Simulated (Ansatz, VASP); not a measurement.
**Hf2Sc: VASP beside Ansatz**

The input INCAR:

```
  PREC = Accurate
  ENCUT = 600
  EDIFF = 1E-6
  ISMEAR = 0
  SIGMA = 0.1
  LREAL = False
  LASPH = True
  NELM = 100
  ALGO = Normal
  ISIF = 3
  LWAVE = False
  LCHARG = False
  GGA = PE
  IBRION = 2
  NSW = 90
  EDIFFG = -0.04
```

KPOINTS

```
Automatic mesh
0
Gamma
  6 6 4
```

The input POSCAR:

```
Hf2Sc
1.0
    3.8841265258      0.0000000000      0.0000000000
   -1.9420632629      3.3637522429      0.0000000000
    0.0000000000      0.0000000000      4.1938243219
Hf Sc
2 1
Direct
    0.3333333333      0.6666666667      0.5000000000
    0.6666666667      0.3333333333      0.5000000000
    0.0000000000      0.0000000000      0.0000000000
```

Input for Ansatz:

```yaml
crystal:
  lattice:
    - [3.8841265258, 0.0, 0.0]
    - [-1.9420632629, 3.3637522429, 0.0]
    - [0.0, 0.0, 4.1938243219]
  atoms:
    - { symbol: Hf, position: [0.3333333333, 0.6666666667, 0.5] }
    - { symbol: Hf, position: [0.6666666667, 0.3333333333, 0.5] }
    - { symbol: Sc, position: [0.0, 0.0, 0.0] }
basis:
  ecutwfc: 420
kpoints:
  mp_grid: { grid: [6, 6, 4] }
hamiltonian:
  xc: pbe
scf:
  occupations: { method: gaussian, width: 0.1 }
  lower_state_search: "off"
output:
  forces: true
  stress: true
  eigenvalues: true
relax:
  adjacent_minimum: "off"
  f_tol: 0.04
  max_steps: 70
  cell: { stress_tol: 0.4 }
```

Alike in both runs: task relaxation of cell and atoms; functional PBE; k mesh 6 × 6 × 4; occupations gaussian, width 0.1 eV; no spin polarisation.

|  | VASP | Ansatz |
| --- | --- | --- |
| version | VASP 6.6.1 | Ansatz 0.2.0 |
| potentials or method | VASP PAW PBE potentials, release 64 (Hf_pv, Sc_sv), cutoff 600 eV | scalar-relativistic, plane waves, PAW |
| valence electrons in the cell | 31 | 63 |

|  | VASP | Ansatz | Ansatz less VASP |
| --- | --- | --- | --- |
| gap on the k mesh at the Fermi level, each at its own relaxed structure (eV) | none | none | - |
| relaxed volume (Å³/atom) | 22.43 | 22.48 | +0.050 |
| relaxed cell length with the largest relative difference (Å) | 5.004 | 5.010 | +0.0059 |

A gap of «none» marks a metal or a gap that the smearing closes. VASP's potentials hold 31 valence electrons a cell and Ansatz's 63, so a difference there can come from the potentials and not from the codes.

The k mesh is coarse, so the values compare programs but aren't converged. Neither program's run includes spin-orbit coupling. Noted on VASP's run: the volume moved by over 15 % at a fixed basis, so the end points are rough.
